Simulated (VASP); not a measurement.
# Ca4Sc in VASP: single point with PBEsol

Aim: the single point of Ca4Sc with PBEsol.

Everything below comes from runs of VASP 6.6.1. Logs are shortened: lines on timing, memory, paths and dates and some standing lists are left out, and cuts for length are marked.

### 1 The cell of the first run

The cell holds a slab with vacuum, 5 atoms: a = 3.858 Å, b = 3.858 Å, c = 32.600 Å, α = 90.00°, β = 90.00°, γ = 120.00°.

### 2 Single point, PBEsol

INCAR

```
  ALGO = Normal
  DIPOL = 0.5 0.5 0.500
  EDIFF = 1E-7
  ENCUT = 520
  GGA = PS
  IDIPOL = 3
  ISIF = 2
  ISMEAR = -1
  LASPH = True
  LCHARG = False
  LDIPOL = True
  LREAL = False
  LWAVE = False
  NBANDS = 34
  NELM = 80
  PREC = Accurate
  SIGMA = 0.1
```

KPOINTS

```
k-points
0
Gamma
  11 11 1
```

POSCAR

```
Ca4Sc
1.0
    3.8579598800      0.0000000000      0.0000000000
   -1.9289799400      3.3410912629      0.0000000000
    0.0000000000      0.0000000000     32.6000000000
Ca Sc
4 1
Direct
    0.8333333333      0.1666666667      0.3092479501
    0.1666666667      0.8333333333      0.4034120216
    0.8333333333      0.1666666667      0.5965879476
    0.1666666667      0.8333333333      0.6907521427
    0.5000000000      0.5000000000      0.4999999380
```

Potentials or basis: VASP PAW PBE potentials, release 64 (Ca_sv, Sc_sv).

On the command line:

```
cat potpaw_PBE.64/Ca_sv/POTCAR potpaw_PBE.64/Sc_sv/POTCAR > POTCAR
mpirun -np 1 vasp_std > vasp.out
```

OUTCAR:

```text
EDIFF = 1E-7
   ENCUT = 520
   GGA = PS
   ISIF = 2
   ISMEAR = -1
   LASPH = True
   LREAL = False
   NELM = 80
   PREC = Accurate

 ion  position               nearest neighbor table
   1  0.833  0.167  0.309-
   2  0.167  0.833  0.403-
   3  0.833  0.167  0.597-
   4  0.167  0.833  0.691-
   5  0.500  0.500  0.500-

  LATTYP: Found a hexagonal cell.
 ALAT       =     3.8579598800
 C/A-ratio  =     8.4500619535

  Lattice vectors:

 A1 = (   3.8579598800,   0.0000000000,   0.0000000000)
 A2 = (  -1.9289799400,   3.3410912629,   0.0000000000)
 A3 = (   0.0000000000,   0.0000000000,  32.6000000000)

Analysis of symmetry for initial positions (statically):
=====================================================================
 Subroutine PRICEL returns:
 Original cell was already a primitive cell.

 Routine SETGRP: Setting up the symmetry group for a
 hexagonal supercell.

 Subroutine GETGRP returns: Found 12 space group operations
 (whereof  4 operations were pure point group operations)
 out of a pool of 24 trial point group operations.

The static configuration has the point symmetry C_2h.
 The point group associated with its full space group is D_3d.

Analysis of symmetry for dynamics (positions and initial velocities):
=====================================================================
 Subroutine PRICEL returns:
 Original cell was already a primitive cell.

 Routine SETGRP: Setting up the symmetry group for a
 hexagonal supercell.

 Subroutine GETGRP returns: Found 12 space group operations
 (whereof  4 operations were pure point group operations)
 out of a pool of 24 trial point group operations.

The dynamic configuration has the point symmetry C_2h.
 The point group associated with its full space group is D_3d.

 Subroutine INISYM returns: Found 12 space group operations
 (whereof  4 operations are pure point group operations),
 and found     1 'primitive' translations

----------------------------------------------------------------------------------------

                                     Primitive cell

  volume of cell :     420.2074

  direct lattice vectors                    reciprocal lattice vectors
     3.857959880  0.000000000  0.000000000     0.259204354  0.149651704  0.000000000
    -1.928979940  3.341091263  0.000000000     0.000000000  0.299303408  0.000000000
     0.000000000  0.000000000 32.600000000     0.000000000  0.000000000  0.030674847

  length of vectors
     3.857959880  3.857959880 32.600000000     0.299303408  0.299303408  0.030674847

  position of ions in fractional coordinates (direct lattice)
     0.833333333  0.166666667  0.309247950
     0.166666667  0.833333333  0.403412022
     0.833333333  0.166666667  0.596587948
     0.166666667  0.833333333  0.690752143
     0.500000000  0.500000000  0.499999938

  ion indices of the primitive-cell ions
   primitive index   ion index
                 1           1
                 2           2
                 3           3
                 4           4
                 5           5

----------------------------------------------------------------------------------------

 KPOINTS: k-points

Automatic generation of k-mesh.
 Grid dimensions read from file:
 generate k-points for:   11   11    1

 Generating k-lattice:

  Cartesian coordinates                     Fractional coordinates (reciprocal lattice)
     0.023564032  0.013604700  0.000000000     0.090909091 -0.000000000  0.000000000
     0.000000000  0.027209401  0.000000000     0.000000000  0.090909091  0.000000000
     0.000000000  0.000000000  0.030674847     0.000000000  0.000000000  1.000000000

  Length of vectors
     0.027209401  0.027209401  0.030674847

  Shift w.r.t. Gamma in fractional coordinates (k-lattice)
     0.000000000  0.000000000  0.000000000

 Subroutine IBZKPT returns following result:
 ===========================================

 Found     16 irreducible k-points:

 Following reciprocal coordinates:
            Coordinates               Weight
  0.000000  0.000000  0.000000      1.000000
  0.090909  0.000000  0.000000      6.000000
  0.181818 -0.000000  0.000000      6.000000
  0.272727 -0.000000  0.000000      6.000000
  0.363636  0.000000  0.000000      6.000000
  0.454545  0.000000  0.000000      6.000000
[... 8 lines left out ...]
  0.272727  0.272727  0.000000      6.000000
  0.363636  0.272727  0.000000      6.000000
   k-points           NKPTS =     16   k-points in BZ     NKDIM =     16   number of bands    NBANDS=     34
   number of dos      NEDOS =    301   number of ions     NIONS =      5
   total plane-waves  NPLWV = 225000
   dimension x,y,z NGX =    30 NGY =   30 NGZ =  250
   dimension x,y,z NGXF=    60 NGYF=   60 NGZF=  500
   ions per type =               4   1
   NGX,Y,Z   is equivalent  to a cutoff of  12.93, 12.93, 12.75 a.u.
   NGXF,Y,Z  is equivalent  to a cutoff of  25.86, 25.86, 25.50 a.u.
 SYSTEM =  unknown system
   PREC   = accura    normal or accurate (medium, high low for compatibility)
   ISTART =      0    job   : 0-new  1-cont  2-samecut
   ICHARG =      2    charge: 1-file 2-atom 10-const
   ISPIN  =      1    spin polarized calculation?
   LNONCOLLINEAR =      F non collinear calculations
   LSORBIT =      F    spin-orbit coupling
   LASPH  =      T    aspherical Exc in radial PAW
   ENCUT  =  520.0 eV  38.22 Ry    6.18 a.u.   7.17  7.17 60.61*2*pi/ulx,y,z
   NELM   =     80;   NELMIN=  2; NELMDL= -5     # of ELM steps
   EDIFF  = 0.1E-06   stopping-criterion for ELM
   LREAL  =      F    real-space projection
   EDIFFG = 0.1E-05   stopping-criterion for IOM
   NSW    =      0    number of steps for IOM
   IBRION =     -1    ionic relax: 0-MD 1-quasi-New 2-CG
   NFREE  =      0    steps in history (QN), initial steepest desc. (CG)
   ISIF   =      2    stress and relaxation
   ISYM   =      2    0-nonsym 1-usesym 2-fastsym
   POTIM  = 0.5000    time-step for ionic-motion
   TEBEG  =    0.0;   TEEND  =   0.0 temperature during run
   PSTRESS=    0.0 pullay stress
   NELECT =      51.0000    total number of electrons
   NUPDOWN=      -1.0000    fix difference up-down
   EMIN   =  10.00;   EMAX   =-10.00  energy-range for DOS
   EFERMI =   0.00;   METHOD = LEGACY
   ISMEAR =    -1;   SIGMA  =   0.10  broadening in eV -4-tet -1-fermi 0-gaus
   EFERMI_NEDOS =   21; number of points for ismear=-14 and -15
   IALGO  =     38    algorithm
   IMIX   =      4    mixing-type and parameters
     AMIX     =   0.40;   BMIX     =  1.00
     AMIX_MAG =   1.60;   BMIX_MAG =  1.00
  volume/ion in A,a.u.               =      84.04       567.14
  Fermi-wavevector in a.u.,A,eV,Ry     =   0.810545  1.531708  8.938794  0.656983
  Thomas-Fermi vector in A             =   1.919740
   LORBIT       =      0    0 simple, 1 ext, 2 COOP (PROOUT), +10 PAW based schemes
   GGA     = PS    functional components
   LHFCALC =     F    Hartree Fock is set to
   AEXX    =    0.0000 exact exchange contribution
   IVDW    =     0    specifies the selected vdW correction
   LEPSILON=     F    determine dielectric tensor
   LRPA    =     F    only Hartree local field effects (RPA)
 non-spin polarized calculation
  energy-cutoff  :      520.00
  volume of cell :      420.21
 maximum number of plane-waves:     11379
 NGX is ok and might be reduce to    30
   NGX = 15   NGY = 15   NGZ =121

 dipolmoment           0.000000      0.000000     -0.000000 electrons x Angstroem

 number of electron      50.9999995 magnetization

 dipolmoment           0.000000      0.000000      0.000000 electrons x Angstroem

 Free energy of the ion-electron system (eV)
  ---------------------------------------------------
  ext. energy  EPLUGINS =         0.00000000
  ---------------------------------------------------
  free energy    TOTEN  =       -13.46581794 eV

  energy without entropy =      -13.15290743  energy(sigma->0) =      -13.30936268

 E-fermi :  -0.5713     XC(G=0):  -4.3533

 val. band max:       -0.5770567394   @ k =   0.1818  -0.0000   0.0000
 cond. band min:      -0.5557777214   @ k =   0.3636   0.0909   0.0000
 fundamental gap:      0.0212790181
 Fermi energy:        -0.5712875264

 k-point     1 :       0.0000    0.0000    0.0000
  band No.  band energies     occupation
      1     -51.0360      2.00000
      2     -42.6965      2.00000
      3     -42.6963      2.00000
      4     -42.2266      2.00000
      5     -42.2264      2.00000
      6     -29.7444      2.00000
[... 26 lines left out ...]
     33       0.8652      0.00000
     34       1.3091      0.00000

 k-point     2 :       0.0909    0.0000    0.0000
  band No.  band energies     occupation
      1     -51.0357      2.00000
      2     -42.6956      2.00000
      3     -42.6954      2.00000
      4     -42.2258      2.00000
      5     -42.2255      2.00000
      6     -29.7440      2.00000
[... 26 lines left out ...]
     33       0.8476      0.00000
     34       1.3337      0.00000

 k-point     3 :       0.1818   -0.0000    0.0000
  band No.  band energies     occupation
      1     -51.0349      2.00000
      2     -42.6932      2.00000
      3     -42.6931      2.00000
      4     -42.2234      2.00000
      5     -42.2231      2.00000
      6     -29.7427      2.00000
[... 26 lines left out ...]
     33       0.8018      0.00000
     34       1.0622      0.00000
[... 408 lines left out ...]
 k-point    15 :       0.2727    0.2727    0.0000
  band No.  band energies     occupation
      1     -51.0320      2.00000
      2     -42.6848      2.00000
      3     -42.6846      2.00000
      4     -42.2149      2.00000
      5     -42.2146      2.00000
      6     -29.7381      2.00000
[... 26 lines left out ...]
     33       0.2320      0.00065
     34       0.4722      0.00006

 k-point    16 :       0.3636    0.2727    0.0000
  band No.  band energies     occupation
      1     -51.0318      2.00000
      2     -42.6842      2.00000
      3     -42.6841      2.00000
      4     -42.2143      2.00000
      5     -42.2140      2.00000
      6     -29.7378      2.00000
[... 26 lines left out ...]
     33       0.4297      0.00009
     34       0.5298      0.00003

------------------------ aborting loop because EDIFF is reached ----------------------------------------

 vacuum level on the upper side and lower side of the slab       (xc-potential included)        -0.009        -0.009

  FORCE on cell =-STRESS in cart. coord.  units (eV):
  Direction    XX          YY          ZZ          XY          YZ          ZX
  --------------------------------------------------------------------------------------
  -------------------------------------------------------------------------------------
  Total       -2.7732126     -2.7732126     -2.5043267      0.0000000      0.0000000      0.0000000
  in kB      -10.5737759    -10.5737759     -9.5485609      0.0000000      0.0000000      0.0000000
  external PRESSURE =     -10.2320376 kB  Pullay stress =       0.0000000 kB

 VOLUME and BASIS-vectors are now :
 -----------------------------------------------------------------------------
  energy-cutoff  :      520.00
  volume of cell :      420.21
      direct lattice vectors                 reciprocal lattice vectors
     3.857959880  0.000000000  0.000000000     0.259204354  0.149651704  0.000000000
    -1.928979940  3.341091263  0.000000000     0.000000000  0.299303408  0.000000000
     0.000000000  0.000000000 32.600000000     0.000000000  0.000000000  0.030674847

 POSITION                                       TOTAL-FORCE (eV/Angst)
 -----------------------------------------------------------------------------------
      2.89347      0.55685     10.08148        -0.000000      0.000000     -0.034473
     -0.96449      2.78424     13.15123        -0.000000      0.000000      0.459179
      2.89347      0.55685     19.44877         0.000000     -0.000000     -0.459179
     -0.96449      2.78424     22.51852        -0.000000      0.000000      0.034473
      0.96449      1.67055     16.30000        -0.000000      0.000000      0.000000
 -----------------------------------------------------------------------------------
    total drift:                                0.000000     -0.000000      0.000608

  FREE ENERGIE OF THE ION-ELECTRON SYSTEM (eV)
  ---------------------------------------------------
  free  energy   TOTEN  =       -13.4658179351 eV

  energy  without entropy=      -13.1529074259  energy(sigma->0) =      -13.30936268

 vacuum level on the upper side and lower side of the slab         2.382         2.382
```

It took 13 min on 1 thread of Oxide Virtual Turin-like, shared host; peak memory 0.59 GiB.

What came out:

* Free energy: -13.4658 eV
* Largest force: 0.459 eV/Å
* Band gap on the k mesh: zero (an odd number of electrons rules out a gap without spin polarisation)

Forces on the atoms (eV/Å):
```
Ca   0.000  0.000 -0.034
Ca   0.000  0.000  0.459
Ca   0.000  0.000 -0.459
Ca   0.000  0.000  0.034
Sc   0.000  0.000  0.000
```

Levels at points of the mesh, in eV from the Fermi level:
| k point | band 22 | band 23 | band 24 | band 25 | band 26 | band 27 | band 28 | band 29 |
| --- | --- | --- | --- | --- | --- | --- | --- | --- |
| (0.00, 0.00, 0.00) | -3.64 | -3.11 | -2.23 | -1.54 | -0.05 | 0.15 | 0.76 | 0.78 |

Caveat: the PAW data sets were made with another functional, which shifts forces and pressure a little.
